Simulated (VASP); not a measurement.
# CdS (P6_3mc) in VASP: further runs

CdS is run at these levels: PBEsol; tasks: electric field gradients.

Everything below comes from runs of VASP 6.6.1. Logs are shortened: lines on timing, memory, paths and dates and some standing lists are left out, and cuts for length are marked.

## 1. The cell of the first run

Symmetry: P6_3mc, No. 186, hexagonal system. Conventional cell: a = 4.149 Å, b = 4.149 Å, c = 6.771 Å, α = 90.00°, β = 90.00°, γ = 120.00°. Cd (site symmetry 3m) has 4 S at 2.52 to 2.61 Å within 3.3 Å. Within 3.3 Å of S (site symmetry 3m) lie 4 Cd at 2.52 to 2.61 Å.

## 2. Electric field gradients, PBEsol (25.23 Å³/atom)

The input, INCAR:

```
SYSTEM = CdS
PREC     = Accurate       ! precision mode
ENCUT    = 520            ! plane-wave cutoff, eV
EDIFF    = 1E-8           ! SCF threshold, eV
ISMEAR   = -1             ! smearing method
SIGMA    = 0.01           ! smearing width, eV
LREAL    = .FALSE.        ! projectors in reciprocal space
LASPH    = .TRUE.         ! aspherical terms in the spheres
NELM     = 60             ! most SCF steps
ALGO     = Normal         ! electronic algorithm
ISIF     = 2              ! what is computed and relaxed
LWAVE    = .FALSE.        ! write WAVECAR
LCHARG   = .FALSE.        ! write CHGCAR
GGA      = PS             ! functional
LEFG     = .TRUE.       
NBANDS   = 26             ! bands
```

The input, KPOINTS:

```
Automatic mesh
0
G
  7 7 4
  0 0 0
```

The input, POSCAR:

```
CdS
1.0
    4.1485361787      0.0000000000      0.0000000000
   -2.0742680894      3.5927377193      0.0000000000
    0.0000000000      0.0000000000      6.7714220916
Cd S
2 2
Direct
    0.3333333333      0.6666666667      0.0000000000
    0.6666666667      0.3333333333      0.5000000000
    0.3333333333      0.6666666667      0.3850000000
    0.6666666667      0.3333333333      0.8850000000
```

Potentials or basis: VASP PAW PBE potentials, release 64 (Cd, S).

Started as:

```bash
cat potpaw_PBE.64/Cd/POTCAR potpaw_PBE.64/S/POTCAR > POTCAR
mpirun -np 1 vasp_std > vasp.out
```

OUTCAR:

```text
SYSTEM = CdS
   PREC = Accurate
   ENCUT = 520
   EDIFF = 1E-8
   ISMEAR = -1
   LREAL = .FALSE.
   LASPH = .TRUE.
   NELM = 60
   ISIF = 2
   GGA = PS

 ion  position               nearest neighbor table
   1  0.333  0.667  0.000-   4 2.52   4 2.52   4 2.52   3 2.61
   2  0.667  0.333  0.500-   3 2.52   3 2.52   3 2.52   4 2.61
   3  0.333  0.667  0.385-   2 2.52   2 2.52   2 2.52   1 2.61
   4  0.667  0.333  0.885-   1 2.52   1 2.52   1 2.52   2 2.61

  LATTYP: Found a hexagonal cell.
 ALAT       =     4.1485361787
 C/A-ratio  =     1.6322437120

  Lattice vectors:

 A1 = (   4.1485361787,   0.0000000000,   0.0000000000)
 A2 = (  -2.0742680894,   3.5927377193,   0.0000000000)
 A3 = (   0.0000000000,   0.0000000000,   6.7714220916)

Analysis of symmetry for initial positions (statically):
=====================================================================
 Subroutine PRICEL returns:
 Original cell was already a primitive cell.

 Routine SETGRP: Setting up the symmetry group for a
 hexagonal supercell.

 Subroutine GETGRP returns: Found 12 space group operations
 (whereof  6 operations were pure point group operations)
 out of a pool of 24 trial point group operations.

The static configuration has the point symmetry C_3v.
 The point group associated with its full space group is C_6v.

Analysis of symmetry for dynamics (positions and initial velocities):
=====================================================================
 Subroutine PRICEL returns:
 Original cell was already a primitive cell.

 Routine SETGRP: Setting up the symmetry group for a
 hexagonal supercell.

 Subroutine GETGRP returns: Found 12 space group operations
 (whereof  6 operations were pure point group operations)
 out of a pool of 24 trial point group operations.

The dynamic configuration has the point symmetry C_3v.
 The point group associated with its full space group is C_6v.

 Subroutine INISYM returns: Found 12 space group operations
 (whereof  6 operations are pure point group operations),
 and found     1 'primitive' translations

----------------------------------------------------------------------------------------

                                     Primitive cell
[... 138 lines left out ...]
  free energy    TOTEN  =       -13.61305725 eV

  energy without entropy =      -13.61305725  energy(sigma->0) =      -13.61305725

 E-fermi :   1.3211     XC(G=0):  -9.2891

 val. band max:        1.0604994763   @ k =   0.0000   0.0000   0.0000
 cond. band min:       2.1294867460   @ k =   0.0000   0.0000   0.0000
 fundamental gap:      1.0689872697
 Fermi energy:         1.3210578238

 k-point     1 :       0.0000    0.0000    0.0000
  band No.  band energies     occupation
      1     -11.2236      2.00000
      2     -10.8095      2.00000
      3      -6.6048      2.00000
      4      -6.6048      2.00000
      5      -6.5373      2.00000
      6      -6.5373      2.00000
[... 685 lines left out ...]
     25       9.6376      0.00000
     26       9.6376      0.00000

------------------------ aborting loop because EDIFF is reached ----------------------------------------

  FORCE on cell =-STRESS in cart. coord.  units (eV):
  Direction    XX          YY          ZZ          XY          YZ          ZX
  --------------------------------------------------------------------------------------
  -------------------------------------------------------------------------------------
  Total       -0.0573281     -0.0573281     -1.3089626      0.0000000      0.0000000      0.0000000
  in kB       -0.9100765     -0.9100765    -20.7796163      0.0000000      0.0000000      0.0000000
  external PRESSURE =      -7.5332564 kB  Pullay stress =       0.0000000 kB

 VOLUME and BASIS-vectors are now :
 -----------------------------------------------------------------------------
  energy-cutoff  :      520.00
  volume of cell :      100.93
      direct lattice vectors                 reciprocal lattice vectors
     4.148536179  0.000000000  0.000000000     0.241048880  0.139169636  0.000000000
    -2.074268089  3.592737719  0.000000000     0.000000000  0.278339272  0.000000000
     0.000000000  0.000000000  6.771422092     0.000000000  0.000000000  0.147679466

 POSITION                                       TOTAL-FORCE (eV/Angst)
 -----------------------------------------------------------------------------------
     -0.00000      2.39516      0.00000         0.000000      0.000000      0.244586
      2.07427      1.19758      3.38571         0.000000     -0.000000      0.244586
     -0.00000      2.39516      2.60700        -0.000000      0.000000     -0.244586
      2.07427      1.19758      5.99271        -0.000000      0.000000     -0.244586
 -----------------------------------------------------------------------------------
    total drift:                               -0.000000     -0.000000     -0.000369

  FREE ENERGIE OF THE ION-ELECTRON SYSTEM (eV)
  ---------------------------------------------------
  free  energy   TOTEN  =       -13.6130572462 eV

  energy  without entropy=      -13.6130572462  energy(sigma->0) =      -13.61305725

 Electric field gradients (V/A^2)
---------------------------------------------------------------------
 ion       V_xx      V_yy      V_zz      V_xy      V_xz      V_yz
---------------------------------------------------------------------
   1     -17.393   -17.393    34.786     0.000     0.000    -0.000
   2     -17.393   -17.393    34.786     0.000    -0.000     0.000
   3       3.362     3.363    -6.725     0.000    -0.000     0.000
   4       3.362     3.363    -6.725     0.000     0.000    -0.000
---------------------------------------------------------------------

 Electric field gradients after diagonalization (V/A^2)
 (convention: |V_zz| > |V_xx| > |V_yy|)
----------------------------------------------------------------------
 ion       V_xx      V_yy      V_zz     asymmetry (V_yy - V_xx)/ V_zz
----------------------------------------------------------------------
   1     -17.393   -17.393    34.786       0.000
   2     -17.393   -17.393    34.786       0.000
   3       3.363     3.362    -6.725       0.000
   4       3.363     3.362    -6.725       0.000
----------------------------------------------------------------------

           NMR quadrupolar parameters

 Cq : quadrupolar parameter    Cq=e*Q*V_zz/h
 eta: asymmetry parameters     (V_yy - V_xx)/ V_zz
 Q  : nuclear electric quadrupole moment in mb (millibarn)
----------------------------------------------------------------------
 ion       Cq(MHz)       eta       Q (mb)
----------------------------------------------------------------------
   1       0.084       0.000       1.000
   2       0.084       0.000       1.000
   3      -0.016       0.000       1.000
   4      -0.016       0.000       1.000
----------------------------------------------------------------------
```

OSZICAR:

```text
N       E                     dE             d eps       ncg     rms          rms(c)
DAV:   1     0.243420623934E+03    0.24342E+03   -0.17423E+04  1248   0.127E+03
DAV:   2    -0.133064563468E+01   -0.24475E+03   -0.23577E+03  1392   0.316E+02
DAV:   3    -0.144782295211E+02   -0.13148E+02   -0.13071E+02  1510   0.732E+01
DAV:   4    -0.146119813309E+02   -0.13375E+00   -0.13363E+00  1388   0.714E+00
DAV:   5    -0.146140686110E+02   -0.20873E-02   -0.20872E-02  1484   0.886E-01    0.107E+01
DAV:   6    -0.136424617930E+02    0.97161E+00   -0.18265E+00  1664   0.149E+01    0.844E+00
DAV:   7    -0.136206532594E+02    0.21809E-01   -0.63322E-01  1304   0.432E+00    0.378E+00
DAV:   8    -0.136145328925E+02    0.61204E-02   -0.84439E-02  1330   0.291E+00    0.484E-01
DAV:   9    -0.136129293279E+02    0.16036E-02   -0.14486E-02  1384   0.150E+00    0.141E-01
DAV:  10    -0.136129571412E+02   -0.27813E-04   -0.10940E-03  1382   0.342E-01    0.927E-02
DAV:  11    -0.136130058976E+02   -0.48756E-04   -0.13303E-04  1394   0.724E-02    0.745E-02
DAV:  12    -0.136130605930E+02   -0.54695E-04   -0.89186E-05  1274   0.482E-02    0.446E-02
DAV:  13    -0.136130564548E+02    0.41382E-05   -0.14794E-05  1520   0.374E-02    0.603E-03
DAV:  14    -0.136130572311E+02   -0.77632E-06   -0.12477E-06  1296   0.116E-02    0.169E-03
DAV:  15    -0.136130572897E+02   -0.58591E-07   -0.35356E-07  1394   0.296E-03    0.233E-03
DAV:  16    -0.136130572425E+02    0.47203E-07   -0.29891E-08  1278   0.151E-03    0.366E-04
DAV:  17    -0.136130572462E+02   -0.37339E-08   -0.13636E-09   676   0.264E-04
   1 F= -.13613057E+02 E0= -.13613057E+02  d E =-.271194E-13
```

Wall time 2.6 min (1 thread of Intel Xeon 8259CL, shared host); peak memory 0.24 GiB.

What came out:

- Free energy: -13.6131 eV
- Pressure: -0.8 GPa
- Largest force: 0.245 eV/Å
- Band gap on the k mesh: 1.07 eV
- Largest electric field gradient by atom: Cd +34.8; S -6.7 V/Å²

Forces on the atoms (eV/Å):
```
Cd   0.000  0.000  0.245
Cd   0.000  0.000  0.245
S    0.000  0.000 -0.245
S    0.000  0.000 -0.245
```

Stress tensor (GPa, compression positive):
```
-0.09  0.00  0.00
 0.00 -0.09  0.00
 0.00  0.00 -2.08
```

Levels at points of the mesh, in eV from the valence-band top:
| k point | band 15 | band 16 | band 17 | band 18 | band 19 | band 20 | band 21 | band 22 |
| --- | --- | --- | --- | --- | --- | --- | --- | --- |
| (0.00, 0.00, 0.00) | -0.70 | -0.04 | 0.00 | 0.00 | 1.07 | 2.59 | 6.39 | 6.39 |
| (0.00, 0.00, 0.50) | -0.36 | -0.36 | -0.36 | -0.36 | 2.69 | 2.69 | 6.00 | 6.00 |

Electric field gradients, principal values (V/Å²):
| atom | least | middle | greatest (by size) |
| --- | --- | --- | --- |
| 1 Cd | -17.393 | -17.393 | 34.786 |
| 2 Cd | -17.393 | -17.393 | 34.786 |
| 3 S | 3.362 | 3.363 | -6.725 |
| 4 S | 3.362 | 3.363 | -6.725 |

Caveat: without QUAD_EFG the Cq values of the log hold for a quadrupole moment of 1 mb, not for the nuclei; the PAW data sets were made with another functional, which shifts forces and pressure a little.

## 3. Electric field gradients, PBEsol (25.23 Å³/atom)

The input, INCAR:

```
PREC = Accurate
ENCUT = 520
EDIFF = 1E-8
ISMEAR = -1
SIGMA = 0.01
LREAL = False
LASPH = True
NELM = 80
ALGO = Normal
ISIF = 2
LWAVE = False
LCHARG = False
GGA = PS
LEFG = True
NBANDS = 26
```

The input, KPOINTS:

```
Automatic mesh
0
Gamma
  7 7 4
```

POSCAR is that of step 2.

Potentials or basis: VASP PAW PBE potentials, release 64 (Cd, S).

Started as:

```bash
cat potpaw_PBE.64/Cd/POTCAR potpaw_PBE.64/S/POTCAR > POTCAR
mpirun -np 1 vasp_std > vasp.out
```

OUTCAR:

```text
PREC = Accurate
   ENCUT = 520
   EDIFF = 1E-8
   ISMEAR = -1
   LREAL = False
   LASPH = True
   NELM = 80
   ISIF = 2
   GGA = PS

 ion  position               nearest neighbor table
   1  0.333  0.667  0.000-   4 2.52   4 2.52   4 2.52   3 2.61
   2  0.667  0.333  0.500-   3 2.52   3 2.52   3 2.52   4 2.61
   3  0.333  0.667  0.385-   2 2.52   2 2.52   2 2.52   1 2.61
   4  0.667  0.333  0.885-   1 2.52   1 2.52   1 2.52   2 2.61

  LATTYP: Found a hexagonal cell.
 ALAT       =     4.1485361787
 C/A-ratio  =     1.6322437120

  Lattice vectors:

 A1 = (   4.1485361787,   0.0000000000,   0.0000000000)
 A2 = (  -2.0742680894,   3.5927377193,   0.0000000000)
[... 920 lines left out ...]
 ion       V_xx      V_yy      V_zz      V_xy      V_xz      V_yz
---------------------------------------------------------------------
   1     -17.393   -17.393    34.786     0.000     0.000    -0.000
   2     -17.393   -17.393    34.786     0.000    -0.000     0.000
   3       3.362     3.363    -6.725     0.000    -0.000     0.000
   4       3.362     3.363    -6.725     0.000     0.000    -0.000
---------------------------------------------------------------------

 Electric field gradients after diagonalization (V/A^2)
 (convention: |V_zz| > |V_xx| > |V_yy|)
----------------------------------------------------------------------
 ion       V_xx      V_yy      V_zz     asymmetry (V_yy - V_xx)/ V_zz
----------------------------------------------------------------------
   1     -17.393   -17.393    34.786       0.000
   2     -17.393   -17.393    34.786       0.000
   3       3.363     3.362    -6.725       0.000
   4       3.363     3.362    -6.725       0.000
----------------------------------------------------------------------

           NMR quadrupolar parameters

 Cq : quadrupolar parameter    Cq=e*Q*V_zz/h
 eta: asymmetry parameters     (V_yy - V_xx)/ V_zz
 Q  : nuclear electric quadrupole moment in mb (millibarn)
----------------------------------------------------------------------
 ion       Cq(MHz)       eta       Q (mb)
----------------------------------------------------------------------
   1       0.084       0.000       1.000
   2       0.084       0.000       1.000
   3      -0.016       0.000       1.000
   4      -0.016       0.000       1.000
----------------------------------------------------------------------
```

Wall time 2.9 min (1 thread of Intel Xeon 8259CL, shared host); peak memory 0.24 GiB.

What came out:

```yaml
Free_energy: -13.6131 eV
Pressure: -0.8 GPa
Largest_force: 0.245 eV/Å
Band_gap_on_the_k_mesh: 1.07 eV
Largest_electric_field_gradient_by_atom: Cd +34.8; S -6.7 V/Å²
```

Forces in eV/Å, atoms in the order of the input:
```
Cd   0.000  0.000  0.245
Cd   0.000  0.000  0.245
S    0.000  0.000 -0.245
S    0.000  0.000 -0.245
```

Stress tensor (GPa, compression positive):
```
-0.09  0.00  0.00
 0.00 -0.09  0.00
 0.00  0.00 -2.08
```

Electric field gradients, principal values (V/Å²):
| atom | least | middle | greatest (by size) |
| --- | --- | --- | --- |
| 1 Cd | -17.393 | -17.393 | 34.786 |
| 2 Cd | -17.393 | -17.393 | 34.786 |
| 3 S | 3.362 | 3.363 | -6.725 |
| 4 S | 3.362 | 3.363 | -6.725 |

Caveat: without QUAD_EFG the Cq values of the log hold for a quadrupole moment of 1 mb, not for the nuclei; the PAW data sets were made with another functional, which shifts forces and pressure a little.

(Continued in part 2 of 3.)
